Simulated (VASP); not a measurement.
Write the native input for VASP 6.6.1 that does the following.

* Task: relaxation of cell and atoms
* Functional: PBE
* Potentials or basis: VASP PAW PBE potentials, release 64 (Bi_d, O)
* Cutoff: 600 eV
* k mesh: 6 × 6 × 6
* Occupations: gaussian, width 0.1 eV
* Spin: no spin polarisation
* Dipole correction: no
* Further INCAR settings: LREAL = Auto; ALGO = Fast; EDIFF = 1e-06; IBRION = 2; EDIFFG = -0.01; NSW = 100; ISIF = 3

The structure of BiO3 lies in POSCAR:

```
BiO3
1.0
    6.6868717299      0.0000000000      0.0000000000
    0.0000000000      6.6868717299      0.0000000000
    0.0000000000      0.0000000000      6.6868717299
Bi O
4 12
Direct
    0.8750000000      0.1250000000      0.6250000000
    0.3750000000      0.3750000000      0.3750000000
    0.1250000000      0.6250000000      0.8750000000
    0.6250000000      0.8750000000      0.1250000000
    0.6250000000      0.3098860160      0.5598860160
    0.1250000000      0.1901139840      0.4401139840
    0.0598860160      0.8750000000      0.6901139840
    0.9401139840      0.3750000000      0.8098860160
    0.8098860160      0.9401139840      0.3750000000
    0.6901139840      0.0598860160      0.8750000000
    0.1901139840      0.4401139840      0.1250000000
    0.3098860160      0.5598860160      0.6250000000
    0.4401139840      0.1250000000      0.1901139840
    0.5598860160      0.6250000000      0.3098860160
    0.8750000000      0.6901139840      0.0598860160
    0.3750000000      0.8098860160      0.9401139840
```

The cell was built from a structure type or drawn by symmetry, and may not be a known phase.

These files were run (other wordings do the same):

INCAR

```
SYSTEM = BiO3
ALGO = Fast
EDIFF = 1E-6
EDIFFG = -0.01
ENCUT = 600
GGA = PE
IBRION = 2
ISIF = 3
ISMEAR = 0
LASPH = .True.
LCHARG = .False.
LREAL = Auto
LWAVE = .False.
NELM = 100
NSW = 100
PREC = Accurate
SIGMA = 0.1
```

KPOINTS

```
k-points
0
Gamma
  6 6 6
  0 0 0
```

Potentials or basis: VASP PAW PBE potentials, release 64 (Bi_d, O).

Launch:

```sh
$ cat potpaw_PBE.64/Bi_d/POTCAR potpaw_PBE.64/O/POTCAR > POTCAR
$ mpirun -np 1 vasp_std > vasp.out
```

It gave:

The relaxed volume is 18.75 Å³/atom, the relaxed cell is a = 6.694 Å, b = 6.694 Å, c = 6.694 Å, α = 90.00°, β = 90.00°, γ = 90.00° and the space group after relaxing (to 0.1 Å) is P4_132 (No. 213). The energy gained by relaxing is 0.0 meV/atom and the ionic steps are 2. The pressure after relaxing is 0.0 GPa and the largest force after relaxing is 0.003 eV/Å. The band gap on the k mesh is zero (bands 66 and 67 overlap by 0.13 eV).

Caveat: spin-orbit coupling is left out, which moves the levels of the heavy elements.

It took 31 min on 1 thread of Oxide Virtual Turin-like Processor (shared host), peak memory 0.57 GiB.
